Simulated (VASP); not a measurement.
Wanted: the native input for a VASP 6.6.1 run.

```
Task                   : single point
Functional             : LDA
Potentials or basis    : VASP PAW LDA potentials, release 64 (Sn_d, O)
Cutoff                 : 520 eV
k mesh                 : 6 × 6 × 8
Occupations            : gaussian, width 0.05 eV
Spin                   : no spin polarisation
Dipole correction      : no
Further INCAR settings : ALGO = Normal; EDIFF = 1e-06; NBANDS = 35
```

The structure of SnO2 lies in POSCAR:

```
SnO2
1.0
    4.7201335122      0.0000000000      0.0000000000
    0.0000000000      4.7206343096      0.0000000000
    0.0000000000      0.0000000000      3.1888226875
Sn O
2 4
Direct
    0.5065055932      0.5075136948      0.5000000000
   -0.0065189374      0.0075252158      0.0000000000
    0.3569220680      0.2513925257      0.0000000000
    0.8088328485      0.1928143286      0.5000000000
    0.1431274380      0.7514351388      0.5000000000
    0.6912166576      0.6927717155      0.0000000000
```

This cell differs from its parent crystal: mode 4 frozen in at +0.179 Å and mode 7 at +0.174 Å (largest displacements).

These files were run (other wordings do the same):

INCAR

```
SYSTEM = SnO2
ALGO     = Normal         ! electronic algorithm
EDIFF    = 1E-6           ! SCF threshold, eV
ENCUT    = 520            ! plane-wave cutoff, eV
GGA      = CA             ! functional
ISIF     = 2              ! what is computed and relaxed
ISMEAR   = 0              ! smearing method
LASPH    = .True.         ! aspherical terms in the spheres
LCHARG   = .True.         ! write CHGCAR
LELF     = .True.         ! ELF
LREAL    = .False.        ! projectors in reciprocal space
LVHAR    = .True.       
LWAVE    = .False.        ! write WAVECAR
NBANDS   = 35             ! bands
NELM     = 80             ! most SCF steps
PREC     = Accurate       ! precision mode
SIGMA    = 0.05           ! smearing width, eV
```

KPOINTS

```
k-points
0
Gamma
  6 6 8
  0 0 0
```

Potentials or basis: VASP PAW LDA potentials, release 64 (Sn_d, O).

The run is started by

```bash
$ cat potpaw_LDA.64/Sn_d/POTCAR potpaw_LDA.64/O/POTCAR > POTCAR
$ mpirun -np 1 vasp_std > vasp.out
```

Results of the run:

- Pressure: -0.5 GPa
- Largest force: 1.293 eV/Å
- Band gap on the k mesh: 1.40 eV, indirect (least direct gap 1.42 eV)

Caveat: the cell differs from its parent crystal (mode 4 frozen in at +0.179 Å and mode 7 at +0.174 Å (largest displacements)); spin-orbit coupling is left out, which moves the levels of the heavy elements; forces of over 1 eV/Å act on the atoms, so gaps and moduli don't describe the material at rest.

It took 2.6 min on 1 thread of Intel Xeon 6975P-C, with other jobs on the host, peak memory 0.29 GiB.
